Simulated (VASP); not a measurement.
Set up this calculation in VASP 6.6.1, as the native input.

```
Task                   : single point
Functional             : PBE
Potentials or basis    : VASP PAW PBE potentials, release 64 (C, N, H)
Cutoff                 : 520 eV
k mesh                 : 1 × 1 × 1
Occupations            : fermi-dirac, width 0.02 eV
Spin                   : no spin polarisation
Dipole correction      : no
Further INCAR settings : LREAL = Auto; ALGO = Normal; EDIFF = 1e-06; NBANDS = 72
```

The structure of H3C2N lies in POSCAR:

```
H3C2N
1.0
    8.0517480000      0.0000000000      0.0000000000
    0.0000000000      8.0517480000      0.0000000000
    0.0000000000      0.0000000000      8.0517480000
C N H
12 6 18
Direct
    0.2333157968      0.5524390480      0.7265751487
    0.3550160785      0.4241439250      0.7358650569
    0.2036948995      0.7860901757      0.3374919334
    0.1637408424      0.8912226264      0.4788028637
    0.7557240987      0.3060080867      0.4448847629
    0.9244824850      0.3581334140      0.4326141355
    0.7646414170      1.0007888970      0.8133140779
    0.8619743191      0.8968487340      0.9265814082
    0.1671935088      0.1960692262      0.0231254133
    0.3129630982      0.1998323842      0.1263700752
    0.6637192321      0.5551341150      0.0299562281
    0.6288820763      0.6475364107      0.1738752877
    0.4754868135      0.3401000627      0.7441241330
    0.1377340672      0.9791786827      0.5902445034
    1.0582670993      0.4045208568      0.3979881139
    0.9632442545      0.8434566010      1.0142518122
    0.4341169147      0.2014717798      0.2017201731
    0.6423449914      0.7397524115      0.2888316922
    0.2777160934      0.6587389471      0.7988824290
    0.2042289451      0.5849288875      0.5926042395
    0.1123482752      0.5235012323      0.7871831061
    0.0944639599      0.7826499289      0.2513615677
    0.3127271246      0.8389979418      0.2818642610
    0.2254541498      0.6576460167      0.3773466333
    0.6735804449      0.3991928212      0.5108083363
    0.7046544427      0.2975254566      0.3174465967
    0.7512654395      0.1878598287      0.5044618883
    0.7330954719      0.9212657922      0.7063186776
    0.6606515753      1.0578324110      0.8761824141
    0.8332724770      1.1086288344      0.7757445961
    0.1955848593      0.1934486772     -0.1130934550
    0.0907132215      0.0786909873      0.0393827527
    0.0798708554      0.3024436433      0.0666066549
    0.7946100648      0.5187693405      0.0369360790
    0.6009254140      0.4360543822     -0.0072034048
    0.6604777000      0.6368927592     -0.0785046924
```

These files were run (other wordings do the same):

INCAR

```
SYSTEM = H3C2N
PREC = Accurate
ENCUT = 520
EDIFF = 1E-6
ISMEAR = -1
SIGMA = 0.02
LREAL = Auto
LASPH = .True.
NELM = 100
ALGO = Normal
ISIF = 2
LWAVE = .False.
LCHARG = .False.
GGA = PE
NBANDS = 72
```

KPOINTS

```
regular mesh
0
Gamma
  1 1 1
  0 0 0
```

Potentials or basis: VASP PAW PBE potentials, release 64 (C, N, H).

Command:

```bash
$ cat potpaw_PBE.64/C/POTCAR potpaw_PBE.64/N/POTCAR potpaw_PBE.64/H/POTCAR > POTCAR
$ mpirun -np 1 vasp_gam > vasp.out
```

Results of the run:

```
Pressure               : 0.1 GPa
Largest force          : 3.902 eV/Å
Band gap on the k mesh : 5.81 eV
```

Caveat: the k points lie up to 0.78 Å⁻¹ apart; the atoms stand as in a frame of molecular dynamics.

Wall time 2.2 min on 1 thread of Intel Xeon 8259CL, on a shared host, peak memory 0.47 GiB.
